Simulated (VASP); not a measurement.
# W (I4/mmm) in VASP: notebook

The runs below take W through single point, with PBEsol.

Program: VASP 6.6.1. These are calculated values, not measurements. Logs are shortened: lines on timing, memory, paths and dates and some standing lists are left out, and cuts for length are marked.

## Step 1: The cell of the first run

It takes space group I4/mmm (No. 139, tetragonal). The conventional cell has a = 3.202 Å, b = 3.202 Å, c = 3.249 Å, α = 90.00°, β = 90.00°, γ = 90.00°. Within 3.7 Å of W (site symmetry 4/mmm) lie 14 W at 2.79 to 3.25 Å.

## Step 2: Single point, PBEsol (strain +0.015 along x and y, +0.030 along z)

Contents of INCAR:

```
SYSTEM = W
PREC = Accurate
ENCUT = 520
EDIFF = 1E-6
ISMEAR = 0
SIGMA = 0.15
LREAL = .FALSE.
LASPH = .TRUE.
NELM = 60
ALGO = Fast
ISIF = 2
LWAVE = .FALSE.
LCHARG = .TRUE.
GGA = PS
LELF = .TRUE.
LVHAR = .TRUE.
NBANDS = 13
```

Contents of KPOINTS:

```
Automatic mesh
0
G
  26 26 26
  0 0 0
```

Contents of POSCAR:

```
W
1.0
   -1.6008378405      1.6008378405      1.6244955426
    1.6008378405     -1.6008378405      1.6244955426
    1.6008378405      1.6008378405     -1.6244955426
W
1
Direct
    0.0000000000      0.0000000000      0.0000000000
```

Potentials or basis: VASP PAW PBE potentials, release 64 (W_sv).

Run with:

```bash
cat potpaw_PBE.64/W_sv/POTCAR > POTCAR
mpirun -np 1 vasp_std > vasp.out
```

OUTCAR:

```text
SYSTEM = W
   PREC = Accurate
   ENCUT = 520
   EDIFF = 1E-6
   ISMEAR = 0
   LREAL = .FALSE.
   LASPH = .TRUE.
   NELM = 60
   ISIF = 2
   GGA = PS

 ion  position               nearest neighbor table
   1  0.000  0.000  0.000-

  LATTYP: Found a body centered tetragonal cell.
 ALAT       =     3.2016756810
 C/A-ratio  =     1.0147783251

  Lattice vectors:

 A1 = (  -1.6008378405,   1.6008378405,   1.6244955426)
 A2 = (   1.6008378405,  -1.6008378405,   1.6244955426)
 A3 = (   1.6008378405,   1.6008378405,  -1.6244955426)

Analysis of symmetry for initial positions (statically):
=====================================================================
 Subroutine PRICEL returns:
 Original cell was already a primitive cell.

 Routine SETGRP: Setting up the symmetry group for a
 body centered tetragonal supercell.

 Subroutine GETGRP returns: Found 16 space group operations
 (whereof 16 operations were pure point group operations)
 out of a pool of 16 trial point group operations.

The static configuration has the point symmetry D_4h.

Analysis of symmetry for dynamics (positions and initial velocities):
=====================================================================
 Subroutine PRICEL returns:
 Original cell was already a primitive cell.

 Routine SETGRP: Setting up the symmetry group for a
 body centered tetragonal supercell.

 Subroutine GETGRP returns: Found 16 space group operations
 (whereof 16 operations were pure point group operations)
 out of a pool of 16 trial point group operations.

The dynamic configuration has the point symmetry D_4h.

 Subroutine INISYM returns: Found 16 space group operations
 (whereof 16 operations are pure point group operations),
 and found     1 'primitive' translations

----------------------------------------------------------------------------------------

                                     Primitive cell

  volume of cell :      16.6523

  direct lattice vectors                    reciprocal lattice vectors
    -1.600837841  1.600837841  1.624495543     0.000000000  0.312336445  0.307787856
     1.600837841 -1.600837841  1.624495543     0.312336445  0.000000000  0.307787856
     1.600837841  1.600837841 -1.624495543     0.312336445  0.312336445  0.000000000

  length of vectors
     2.786458209  2.786458209  2.786458209     0.438505894  0.438505894  0.441710436

  position of ions in fractional coordinates (direct lattice)
     0.000000000  0.000000000  0.000000000

  ion indices of the primitive-cell ions
   primitive index   ion index
                 1           1

----------------------------------------------------------------------------------------

 KPOINTS: Automatic mesh

Automatic generation of k-mesh.
 Grid dimensions read from file:
 generate k-points for:   26   26   26

 Generating k-lattice:

  Cartesian coordinates                     Fractional coordinates (reciprocal lattice)
     0.000000000  0.012012940  0.011837994     0.038461538  0.000000000  0.000000000
     0.012012940  0.000000000  0.011837994     0.000000000  0.038461538  0.000000000
     0.012012940  0.012012940  0.000000000     0.000000000  0.000000000  0.038461538

  Length of vectors
     0.016865611  0.016865611  0.016988863

  Shift w.r.t. Gamma in fractional coordinates (k-lattice)
     0.000000000  0.000000000  0.000000000

 Subroutine IBZKPT returns following result:
 ===========================================

 Found   1330 irreducible k-points:

 Following reciprocal coordinates:
            Coordinates               Weight
  0.000000  0.000000  0.000000      1.000000
  0.038462  0.000000  0.000000      8.000000
  0.076923  0.000000  0.000000      8.000000
  0.115385  0.000000 -0.000000      8.000000
  0.153846  0.000000 -0.000000      8.000000
  0.192308  0.000000 -0.000000      8.000000
[... 16 lines left out ...]
  0.346154  0.038462 -0.000000     16.000000
  0.384615  0.038462 -0.000000     16.000000
 [... further k-points ...]
   k-points           NKPTS =   1330   k-points in BZ     NKDIM =   1330   number of bands    NBANDS=     13
   number of dos      NEDOS =    301   number of ions     NIONS =      1
   total plane-waves  NPLWV =  13824
   dimension x,y,z NGX =    24 NGY =   24 NGZ =   24
   dimension x,y,z NGXF=    48 NGYF=   48 NGZF=   48
   ions per type =               1
   NGX,Y,Z   is equivalent  to a cutoff of  14.32, 14.32, 14.32 a.u.
   NGXF,Y,Z  is equivalent  to a cutoff of  28.64, 28.64, 28.64 a.u.
 SYSTEM =  W
   PREC   = accura    normal or accurate (medium, high low for compatibility)
   ISTART =      0    job   : 0-new  1-cont  2-samecut
   ICHARG =      2    charge: 1-file 2-atom 10-const
   ISPIN  =      1    spin polarized calculation?
   LNONCOLLINEAR =      F non collinear calculations
   LSORBIT =      F    spin-orbit coupling
   LASPH  =      T    aspherical Exc in radial PAW
   ENCUT  =  520.0 eV  38.22 Ry    6.18 a.u.   5.18  5.18  5.18*2*pi/ulx,y,z
   NELM   =     60;   NELMIN=  2; NELMDL= -5     # of ELM steps
   EDIFF  = 0.1E-05   stopping-criterion for ELM
   LREAL  =      F    real-space projection
   EDIFFG = 0.1E-04   stopping-criterion for IOM
   NSW    =      0    number of steps for IOM
   IBRION =     -1    ionic relax: 0-MD 1-quasi-New 2-CG
   NFREE  =      0    steps in history (QN), initial steepest desc. (CG)
   ISIF   =      2    stress and relaxation
   ISYM   =      2    0-nonsym 1-usesym 2-fastsym
   POTIM  = 0.5000    time-step for ionic-motion
   TEBEG  =    0.0;   TEEND  =   0.0 temperature during run
   PSTRESS=    0.0 pullay stress
   NELECT =      14.0000    total number of electrons
   NUPDOWN=      -1.0000    fix difference up-down
   EMIN   =  10.00;   EMAX   =-10.00  energy-range for DOS
   EFERMI =   0.00;   METHOD = LEGACY
   ISMEAR =     0;   SIGMA  =   0.15  broadening in eV -4-tet -1-fermi 0-gaus
   EFERMI_NEDOS =   21; number of points for ismear=-14 and -15
   IALGO  =     68    algorithm
   IMIX   =      4    mixing-type and parameters
     AMIX     =   0.40;   BMIX     =  1.00
     AMIX_MAG =   1.60;   BMIX_MAG =  1.00
  volume/ion in A,a.u.               =      16.65       112.38
  Fermi-wavevector in a.u.,A,eV,Ry     =   1.545111  2.919837 32.482127  2.387369
  Thomas-Fermi vector in A             =   2.650536
   LORBIT       =      0    0 simple, 1 ext, 2 COOP (PROOUT), +10 PAW based schemes
   GGA     = PS    functional components
   LHFCALC =     F    Hartree Fock is set to
   AEXX    =    0.0000 exact exchange contribution
   IVDW    =     0    specifies the selected vdW correction
   LEPSILON=     F    determine dielectric tensor
   LRPA    =     F    only Hartree local field effects (RPA)
 non-spin polarized calculation
 RMM-DIIS sequential band-by-band and
 Gauss-broadening in eV      SIGMA  =   0.15
  energy-cutoff  :      520.00
  volume of cell :       16.65
 maximum number of plane-waves:       470
 NGX is ok and might be reduce to    24
   NGX = 11   NGY = 11   NGZ = 11

 number of electron      14.0000000 magnetization

 Free energy of the ion-electron system (eV)
  ---------------------------------------------------
  ext. energy  EPLUGINS =         0.00000000
  ---------------------------------------------------
  free energy    TOTEN  =       -13.75539325 eV

  energy without entropy =      -13.75009809  energy(sigma->0) =      -13.75274567

 E-fermi :  10.5690     XC(G=0): -13.4842

 val. band max:       10.5662360161   @ k =  -0.2692  -0.3462   0.2692
 cond. band min:      10.5736635775   @ k =  -0.3077   0.3462   0.2692
 fundamental gap:      0.0074275614
 Fermi energy:        10.5689518708

 k-point     1 :       0.0000    0.0000    0.0000
  band No.  band energies     occupation
      1     -63.6412      2.00000
      2     -27.2692      2.00000
      3     -27.2632      2.00000
      4     -27.2632      2.00000
      5       1.1999      2.00000
      6       9.3630      2.00000
      7       9.3630      2.00000
      8       9.5435      2.00000
      9      12.5704      0.00000
     10      12.8108      0.00000
     11      24.8262      0.00000
     12      25.0971      0.00000
     13      25.0971      0.00000

 k-point     2 :       0.0385    0.0000    0.0000
  band No.  band energies     occupation
      1     -63.6397      2.00000
      2     -27.2838      2.00000
      3     -27.2686      2.00000
      4     -27.2658      2.00000
      5       1.2676      2.00000
      6       9.3557      2.00000
      7       9.3624      2.00000
      8       9.5683      2.00000
      9      12.5191      0.00000
     10      12.7950      0.00000
     11      24.9305      0.00000
     12      25.2121      0.00000
     13      25.2139      0.00000

 k-point     3 :       0.0769    0.0000    0.0000
  band No.  band energies     occupation
      1     -63.6351      2.00000
      2     -27.3337      2.00000
      3     -27.2843      2.00000
      4     -27.2661      2.00000
      5       1.4677      2.00000
      6       9.2801      2.00000
      7       9.3277      2.00000
      8       9.7272      2.00000
      9      12.3687      0.00000
     10      12.7735      0.00000
     11      25.1470      0.00000
     12      25.5520      0.00000
     13      25.6109      0.00000

 k-point     4 :       0.1154    0.0000   -0.0000
  band No.  band energies     occupation
      1     -63.6278      2.00000
      2     -27.4134      2.00000
      3     -27.3093      2.00000
      4     -27.2663      2.00000
      5       1.7899      2.00000
      6       9.1101      2.00000
      7       9.2629      2.00000
      8      10.0357      2.00000
      9      12.1733      0.00000
     10      12.7662      0.00000
     11      25.3853      0.00000
     12      26.1029      0.00000
     13      26.2251      0.00000

 k-point     5 :       0.1538    0.0000   -0.0000
  band No.  band energies     occupation
      1     -63.6182      2.00000
      2     -27.5173      2.00000
      3     -27.3421      2.00000
      4     -27.2664      2.00000
      5       2.2160      2.00000
      6       8.8879      2.00000
      7       9.1474      2.00000
      8      10.4707      1.64558
      9      12.0155      0.00000
     10      12.7754      0.00000
     11      25.5735      0.00000
     12      26.8408      0.00000
     13      26.8451      0.00000
[... 257 lines left out ...]
 k-point    22 :       0.3077    0.0385    0.0000
  band No.  band energies     occupation
      1     -63.5622      2.00000
      2     -28.0851      2.00000
      3     -27.5285      2.00000
      4     -27.2730      2.00000
      5       4.3683      2.00000
      6       7.7899      2.00000
      7       8.9703      2.00000
      8      12.3001      0.00000
      9      13.0985      0.00000
     10      13.7209      0.00000
     11      23.5990      0.00000
     12      24.4037      0.00000
     13      30.7018      0.00000

 k-point    23 :       0.3462    0.0385   -0.0000
  band No.  band energies     occupation
      1     -63.5515      2.00000
      2     -28.1879      2.00000
      3     -27.5641      2.00000
      4     -27.2733      2.00000
      5       4.5617      2.00000
      6       7.6066      2.00000
      7       9.3914      2.00000
      8      12.4506      0.00000
      9      13.2087      0.00000
     10      14.5533      0.00000
     11      22.7990      0.00000
     12      23.4298      0.00000
     13      29.4171      0.00000

 k-point    24 :       0.3846    0.0385   -0.0000
  band No.  band energies     occupation
      1     -63.5429      2.00000
      2     -28.2699      2.00000
      3     -27.5926      2.00000
      4     -27.2735      2.00000
      5       4.6382      2.00000
      6       7.4638      2.00000
      7       9.9490      2.00000
      8      12.5287      0.00000
      9      13.3335      0.00000
     10      15.3316      0.00000
     11      21.9490      0.00000
     12      22.7427      0.00000
     13      28.2442      0.00000

 [... further k-points ...]
[... 5 lines left out ...]
  --------------------------------------------------------------------------------------
  -------------------------------------------------------------------------------------
  Total       -1.5767237     -1.5767237     -2.0059338      0.0000000     -0.0000000      0.0000000
  in kB     -151.7025817   -151.7025817   -192.9985165      0.0000000     -0.0000000      0.0000000
  external PRESSURE =    -165.4678933 kB  Pullay stress =       0.0000000 kB

 VOLUME and BASIS-vectors are now :
 -----------------------------------------------------------------------------
  energy-cutoff  :      520.00
  volume of cell :       16.65
      direct lattice vectors                 reciprocal lattice vectors
    -1.600837841  1.600837841  1.624495543     0.000000000  0.312336445  0.307787856
     1.600837841 -1.600837841  1.624495543     0.312336445  0.000000000  0.307787856
     1.600837841  1.600837841 -1.624495543     0.312336445  0.312336445  0.000000000

 POSITION                                       TOTAL-FORCE (eV/Angst)
 -----------------------------------------------------------------------------------
      0.00000      0.00000      0.00000        -0.000000      0.000000      0.000000
 -----------------------------------------------------------------------------------
    total drift:                               -0.000000      0.000000      0.000000

  FREE ENERGIE OF THE ION-ELECTRON SYSTEM (eV)
  ---------------------------------------------------
  free  energy   TOTEN  =       -13.7553932479 eV

  energy  without entropy=      -13.7500980895  energy(sigma->0) =      -13.75274567
```

It took 4.9 min on 1 thread of Intel Xeon Platinum 8259CL at 2.50GHz (Skylake/Cascade Lake), shared host; peak memory 0.37 GiB.

Results:

```yaml
Free_energy: -13.7554 eV
Pressure: -16.5 GPa
Band_gap_on_the_k_mesh: zero (band 7 reaches 15.36 eV, above the bottom of band 8 at 9.53 eV)
```

Caveat: the cell differs from its parent crystal (strain +0.015 along x and y, +0.030 along z); the PAW data sets were made with another functional, which shifts forces and pressure a little; spin-orbit coupling is left out, which moves the levels of the heavy elements.

(Continued in part 2 of 2.)
